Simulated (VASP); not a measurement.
# CrSi6Mo2 (Immm) in VASP: further runs

CrSi6Mo2 is run at these levels: PBE; tasks: single point.

All numbers are computed with VASP 6.6.1; they aren't measurements. Logs are shortened: lines on timing, memory, paths and dates and some standing lists are left out, and cuts for length are marked.

## 1. The cell of the first run

It takes space group Immm (No. 71, orthorhombic). Conventional cell: a = 3.181 Å, b = 7.766 Å, c = 9.522 Å, α = 90.00°, β = 90.00°, γ = 90.00°. Within 3.4 Å of Cr (site symmetry mmm) lie 10 Si at 2.55 to 2.57 Å and 2 Mo at 3.17 Å and 2 Cr at 3.18 Å. Si (site symmetry m) has 9 Si at 2.51 to 3.22 Å and 2 Cr at 2.55 Å and 3 Mo at 2.60 to 2.63 Å within 3.3 Å. Si (site symmetry m2m) has 1 Cr at 2.57 Å and 9 Si at 2.57 to 3.22 Å and 4 Mo at 2.60 Å within 3.4 Å. Within 3.4 Å of Mo (site symmetry mm2) lie 10 Si at 2.60 to 2.63 Å and 3 Mo at 3.17 to 3.18 Å and 1 Cr at 3.17 Å.

## 2. Single point, PBE

INCAR reads:

```
  PREC = Accurate
  ENCUT = 520
  EDIFF = 1E-6
  ISMEAR = 0
  SIGMA = 0.1
  LREAL = F
  LASPH = T
  NELM = 60
  ALGO = Normal
  ISIF = 2
  LWAVE = F
  LCHARG = T
  GGA = PE
  LELF = T
  LVHAR = T
  NBANDS = 42
```

KPOINTS reads:

```
regular mesh
0
Gamma
  6 6 6
```

POSCAR reads:

```
CrSi6Mo2
1.0
   -1.5904889000      3.8830397000      4.7608827000
    1.5904889000     -3.8830397000      4.7608827000
    1.5904889000      3.8830397000     -4.7608827000
Cr Si Mo
1 6 2
Direct
    0.5000000000      0.5000000000      0.0000000000
    0.1760080000      0.8378840000      0.3381240000
    0.8305660000      0.5000000000      0.3305660000
    0.5002400000      0.1621160000      0.3381240000
    0.4997600000      0.8378840000      0.6618760000
    0.1694340000      0.5000000000      0.6694340000
    0.8239920000      0.1621160000      0.6618760000
    0.8334120000      0.8334120000      0.0000000000
    0.1665880000      0.1665880000      0.0000000000
```

Potentials or basis: VASP PAW PBE potentials, release 64 (Cr_pv, Si, Mo_sv).

Run with:

```
$ cat potpaw_PBE.64/Cr_pv/POTCAR potpaw_PBE.64/Si/POTCAR potpaw_PBE.64/Mo_sv/POTCAR > POTCAR
$ mpirun -np 1 vasp_std > vasp.out
```

OUTCAR:

```text
PREC = Accurate
   ENCUT = 520
   EDIFF = 1E-6
   ISMEAR = 0
   LREAL = F
   LASPH = T
   NELM = 60
   ISIF = 2
   GGA = PE

 ion  position               nearest neighbor table
   1  0.500  0.500  0.000-   7 2.55   4 2.55   5 2.55   2 2.55   7 2.55   4 2.55   5 2.55   2 2.55
                             3 2.57   6 2.57   9 3.17   8 3.17
   2  0.176  0.838  0.338-   5 2.51   1 2.55   1 2.55   6 2.57   6 2.57   9 2.60   9 2.60   8 2.63
                             7 2.68   7 2.68   4 3.09
   3  0.831  0.500  0.331-   1 2.57   7 2.57   5 2.57   5 2.57   7 2.57   9 2.60   8 2.60   8 2.60
                             9 2.60   6 2.63
   4  0.500  0.162  0.338-   7 2.51   1 2.55   1 2.55   6 2.57   6 2.57   8 2.60   8 2.60   9 2.63
                             5 2.68   5 2.68   2 3.09
   5  0.500  0.838  0.662-   2 2.51   1 2.55   1 2.55   3 2.57   3 2.57   9 2.60   9 2.60   8 2.63
                             4 2.68   4 2.68   7 3.09
   6  0.169  0.500  0.669-   1 2.57   4 2.57   4 2.57   2 2.57   2 2.57   8 2.60   9 2.60   9 2.60
                             8 2.60   3 2.63
   7  0.824  0.162  0.662-   4 2.51   1 2.55   1 2.55   3 2.57   3 2.57   8 2.60   8 2.60   9 2.63
                             2 2.68   2 2.68   5 3.09
   8  0.833  0.833  0.000-   7 2.60   4 2.60   7 2.60   4 2.60   6 2.60   3 2.60   3 2.60   6 2.60
                             2 2.63   5 2.63   9 3.17   1 3.17
   9  0.167  0.167  0.000-   5 2.60   2 2.60   5 2.60   2 2.60   3 2.60   3 2.60   6 2.60   6 2.60
                             7 2.63   4 2.63   8 3.17   1 3.17

  LATTYP: Found a body centered orthorhombic cell.
 ALAT       =     3.1809778000
 B/A-ratio  =     2.4414126373
 C/A-ratio  =     2.9933454424

  Lattice vectors:

 A1 = (  -1.5904889000,   3.8830397000,   4.7608827000)
 A2 = (   1.5904889000,  -3.8830397000,   4.7608827000)
 A3 = (   1.5904889000,   3.8830397000,  -4.7608827000)

Analysis of symmetry for initial positions (statically):
=====================================================================
 Subroutine PRICEL returns:
 Original cell was already a primitive cell.

 Routine SETGRP: Setting up the symmetry group for a
 body centered orthorhombic supercell.

 Subroutine GETGRP returns: Found  8 space group operations
 (whereof  8 operations were pure point group operations)
 out of a pool of  8 trial point group operations.

The static configuration has the point symmetry D_2h.

Analysis of symmetry for dynamics (positions and initial velocities):
=====================================================================
 Subroutine PRICEL returns:
 Original cell was already a primitive cell.

 Routine SETGRP: Setting up the symmetry group for a
 body centered orthorhombic supercell.

 Subroutine GETGRP returns: Found  8 space group operations
 (whereof  8 operations were pure point group operations)
 out of a pool of  8 trial point group operations.

The dynamic configuration has the point symmetry D_2h.

 Subroutine INISYM returns: Found  8 space group operations
 (whereof  8 operations are pure point group operations),
 and found     1 'primitive' translations

----------------------------------------------------------------------------------------

                                     Primitive cell

  volume of cell :     117.6115

  direct lattice vectors                    reciprocal lattice vectors
    -1.590488900  3.883039700  4.760882700     0.000000000  0.128765101  0.105022541
     1.590488900 -3.883039700  4.760882700     0.314368745  0.000000000  0.105022541
     1.590488900  3.883039700 -4.760882700     0.314368745  0.128765101  0.000000000

  length of vectors
     6.346152877  6.346152877  6.346152877     0.166163129  0.331447495  0.339717764

  position of ions in fractional coordinates (direct lattice)
     0.500000000  0.500000000  0.000000000
     0.176008000  0.837884000  0.338124000
     0.830566000  0.500000000  0.330566000
     0.500240000  0.162116000  0.338124000
     0.499760000  0.837884000  0.661876000
     0.169434000  0.500000000  0.669434000
     0.823992000  0.162116000  0.661876000
     0.833412000  0.833412000  0.000000000
     0.166588000  0.166588000  0.000000000

  ion indices of the primitive-cell ions
   primitive index   ion index
                 1           1
                 2           2
                 3           3
                 4           4
                 5           5
                 6           6
                 7           7
                 8           8
                 9           9

----------------------------------------------------------------------------------------

 KPOINTS: regular mesh

Automatic generation of k-mesh.
 Grid dimensions read from file:
 generate k-points for:    6    6    6

 Generating k-lattice:

  Cartesian coordinates                     Fractional coordinates (reciprocal lattice)
     0.000000000  0.021460850  0.017503757     0.166666667  0.000000000 -0.000000000
     0.052394791  0.000000000  0.017503757     0.000000000  0.166666667  0.000000000
     0.052394791  0.021460850  0.000000000    -0.000000000  0.000000000  0.166666667

  Length of vectors
     0.027693855  0.055241249  0.056619627

  Shift w.r.t. Gamma in fractional coordinates (k-lattice)
     0.000000000  0.000000000  0.000000000

 Subroutine IBZKPT returns following result:
 ===========================================

 Found     46 irreducible k-points:

 Following reciprocal coordinates:
            Coordinates               Weight
  0.000000  0.000000  0.000000      1.000000
  0.166667 -0.000000  0.000000      4.000000
  0.333333 -0.000000  0.000000      4.000000
  0.500000 -0.000000  0.000000      2.000000
 -0.000000  0.166667  0.000000      4.000000
  0.166667  0.166667  0.000000      8.000000
[... 16 lines left out ...]
 -0.166667  0.166667  0.166667      2.000000
  0.166667  0.333333  0.166667      4.000000
 [... further k-points ...]
   k-points           NKPTS =     46   k-points in BZ     NKDIM =     46   number of bands    NBANDS=     42
   number of dos      NEDOS =    301   number of ions     NIONS =      9
   total plane-waves  NPLWV = 110592
   dimension x,y,z NGX =    48 NGY =   48 NGZ =   48
   dimension x,y,z NGXF=    96 NGYF=   96 NGZF=   96
   ions per type =               1   6   2
   NGX,Y,Z   is equivalent  to a cutoff of  12.57, 12.57, 12.57 a.u.
   NGXF,Y,Z  is equivalent  to a cutoff of  25.15, 25.15, 25.15 a.u.
 SYSTEM =  unknown system
   PREC   = accura    normal or accurate (medium, high low for compatibility)
   ISTART =      0    job   : 0-new  1-cont  2-samecut
   ICHARG =      2    charge: 1-file 2-atom 10-const
   ISPIN  =      1    spin polarized calculation?
   LNONCOLLINEAR =      F non collinear calculations
   LSORBIT =      F    spin-orbit coupling
   LASPH  =      T    aspherical Exc in radial PAW
   ENCUT  =  520.0 eV  38.22 Ry    6.18 a.u.  11.80 11.80 11.80*2*pi/ulx,y,z
   NELM   =     60;   NELMIN=  2; NELMDL= -5     # of ELM steps
   EDIFF  = 0.1E-05   stopping-criterion for ELM
   LREAL  =      F    real-space projection
   EDIFFG = 0.1E-04   stopping-criterion for IOM
   NSW    =      0    number of steps for IOM
   IBRION =     -1    ionic relax: 0-MD 1-quasi-New 2-CG
   NFREE  =      0    steps in history (QN), initial steepest desc. (CG)
   ISIF   =      2    stress and relaxation
   ISYM   =      2    0-nonsym 1-usesym 2-fastsym
   POTIM  = 0.5000    time-step for ionic-motion
   TEBEG  =    0.0;   TEEND  =   0.0 temperature during run
   PSTRESS=    0.0 pullay stress
   NELECT =      64.0000    total number of electrons
   NUPDOWN=      -1.0000    fix difference up-down
   EMIN   =  10.00;   EMAX   =-10.00  energy-range for DOS
   EFERMI =   0.00;   METHOD = LEGACY
   ISMEAR =     0;   SIGMA  =   0.10  broadening in eV -4-tet -1-fermi 0-gaus
   EFERMI_NEDOS =   21; number of points for ismear=-14 and -15
   IALGO  =     38    algorithm
   IMIX   =      4    mixing-type and parameters
     AMIX     =   0.40;   BMIX     =  1.00
     AMIX_MAG =   1.60;   BMIX_MAG =  1.00
  volume/ion in A,a.u.               =      13.07        88.19
  Fermi-wavevector in a.u.,A,eV,Ry     =   1.336549  2.525711 24.304942  1.786363
  Thomas-Fermi vector in A             =   2.465167
   LORBIT       =      0    0 simple, 1 ext, 2 COOP (PROOUT), +10 PAW based schemes
   GGA     = PE    functional components
   LHFCALC =     F    Hartree Fock is set to
   AEXX    =    0.0000 exact exchange contribution
   IVDW    =     0    specifies the selected vdW correction
   LEPSILON=     F    determine dielectric tensor
   LRPA    =     F    only Hartree local field effects (RPA)
 non-spin polarized calculation
 Gauss-broadening in eV      SIGMA  =   0.10
  energy-cutoff  :      520.00
  volume of cell :      117.61
 maximum number of plane-waves:      3186
   NGX = 23   NGY = 23   NGZ = 23

 number of electron      64.0000006 magnetization

 Free energy of the ion-electron system (eV)
  ---------------------------------------------------
  ext. energy  EPLUGINS =         0.00000000
  ---------------------------------------------------
  free energy    TOTEN  =       -67.85946393 eV

  energy without entropy =      -67.85650151  energy(sigma->0) =      -67.85798272

 E-fermi :  12.0022     XC(G=0): -12.3831

 val. band max:       11.8875759364   @ k =  -0.1667  -0.3333   0.1667
 cond. band min:      12.0449548017   @ k =   0.1667  -0.0000   0.0000
 fundamental gap:      0.1573788654
 Fermi energy:        12.0021599669

 k-point     1 :       0.0000    0.0000    0.0000
  band No.  band energies     occupation
      1     -48.7036      2.00000
      2     -48.6930      2.00000
      3     -31.0337      2.00000
      4     -31.0275      2.00000
      5     -30.9200      2.00000
      6     -22.9948      2.00000
[... 34 lines left out ...]
     41      15.5075      0.00000
     42      15.5170      0.00000
[... 994 lines left out ...]
      2     -48.6739      2.00000
      3     -31.0907      2.00000
      4     -31.0209      2.00000
      5     -30.9139      2.00000
      6     -23.0371      2.00000
[... 34 lines left out ...]
     41      15.3610      0.00000
     42      15.7047      0.00000

 [... further k-points ...]

------------------------ aborting loop because EDIFF is reached ----------------------------------------

  FORCE on cell =-STRESS in cart. coord.  units (eV):
  Direction    XX          YY          ZZ          XY          YZ          ZX
  --------------------------------------------------------------------------------------
  -------------------------------------------------------------------------------------
  Total        0.2179216      0.0699995     -0.2181307     -0.0000000      0.0000000      0.0000000
  in kB        2.9686632      0.9535772     -2.9715109     -0.0000000      0.0000000      0.0000000
  external PRESSURE =       0.3169098 kB  Pullay stress =       0.0000000 kB

 VOLUME and BASIS-vectors are now :
 -----------------------------------------------------------------------------
  energy-cutoff  :      520.00
  volume of cell :      117.61
      direct lattice vectors                 reciprocal lattice vectors
    -1.590488900  3.883039700  4.760882700     0.000000000  0.128765101  0.105022541
     1.590488900 -3.883039700  4.760882700     0.314368745  0.000000000  0.105022541
     1.590488900  3.883039700 -4.760882700     0.314368745  0.128765101  0.000000000

 POSITION                                       TOTAL-FORCE (eV/Angst)
 -----------------------------------------------------------------------------------
      0.00000      0.00000      4.76088         0.000000     -0.000000      0.000000
      1.59049     -1.25714      3.21725         0.000000     -0.006097      0.013693
     -0.00000      2.56720      4.76088        -0.000000     -0.024863      0.000000
     -0.00000      2.62590      1.54363        -0.000000     -0.006097     -0.013693
      1.59049      1.25714      3.21725         0.000000      0.006097      0.013693
      1.59049      1.31584      0.00000         0.000000      0.024863      0.000000
      0.00000      5.14018      1.54363        -0.000000      0.006097     -0.013693
      0.00000      0.00000      7.93555        -0.000000     -0.000000      0.005803
      0.00000      0.00000      1.58621         0.000000     -0.000000     -0.005803
 -----------------------------------------------------------------------------------
    total drift:                                0.000000      0.000000     -0.000000

  FREE ENERGIE OF THE ION-ELECTRON SYSTEM (eV)
  ---------------------------------------------------
  free  energy   TOTEN  =       -67.8594639310 eV

  energy  without entropy=      -67.8565015092  energy(sigma->0) =      -67.85798272
```

Run time: 19 min. Hardware: 1 thread of AMD EPYC 7R13, shared host; peak memory 0.41 GiB.

What came out:

| Item | Value |
| --- | --- |
| Free energy | -67.8595 eV |
| Pressure | 0.0 GPa |
| Largest force | 0.025 eV/Å |
| Band gap on the k mesh | zero (band 32 reaches 12.26 eV, above the bottom of band 33 at 11.56 eV) |

Forces on the atoms (eV/Å):
```
Cr   0.000  0.000  0.000
Si   0.000 -0.006  0.014
Si   0.000 -0.025  0.000
Si   0.000 -0.006 -0.014
Si   0.000  0.006  0.014
Si   0.000  0.025  0.000
Si   0.000  0.006 -0.014
Mo   0.000  0.000  0.006
Mo   0.000  0.000 -0.006
```

Stress tensor (GPa, compression positive):
```
 0.30  0.00  0.00
 0.00  0.10  0.00
 0.00  0.00 -0.30
```

Spin polarisation is off, so any magnetic state and its effect on volume and gap are missing.

[end of part 1 of 2]
